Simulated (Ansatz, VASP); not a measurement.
**Ru: VASP beside Ansatz**

```
Ru
1.0
     2.70600    0.00000    0.00000
    -1.35300    2.34346    0.00000
     0.00000    0.00000   27.84600
Ru
7
Direct
  0.33333 0.66667 0.27045
  0.66667 0.33333 0.34477
  0.33333 0.66667 0.42223
  0.66667 0.33333 0.50000
  0.33333 0.66667 0.57777
  0.66667 0.33333 0.65523
  0.33333 0.66667 0.72955
```

Alike in both runs: functional PBE; k mesh 15 × 15 × 1; occupations gaussian, width 0.05 eV; no spin polarisation.

Ansatz relaxed the structure, and its values are those at the end. VASP's run is a single point on that final structure, the one shown.

|  | VASP | Ansatz |
| --- | --- | --- |
| version | VASP 6.6.1 | Ansatz 0.2.0 |
| potentials or method | VASP PAW PBE potentials, release 64 (Ru_pv) | scalar-relativistic, plane waves, PAW |
| plane-wave cutoff (eV) | 520 | 420 |
| valence electrons in the cell | 98 | 112 |

```csv
,VASP,Ansatz,Ansatz less VASP
gap on the k mesh at the Fermi level (eV),none,none,-
rms of the force components (eV/Å),0.011,0.007,-0.0033
```

A gap of «none» marks a metal or a gap that the smearing closes. The functional is the same, so the differences come from potentials, cutoffs and numerics. VASP's potentials hold 98 valence electrons a cell and Ansatz's 112, so a difference there can come from the potentials and not from the codes. Ansatz's warnings: xc potential rough in thin density.
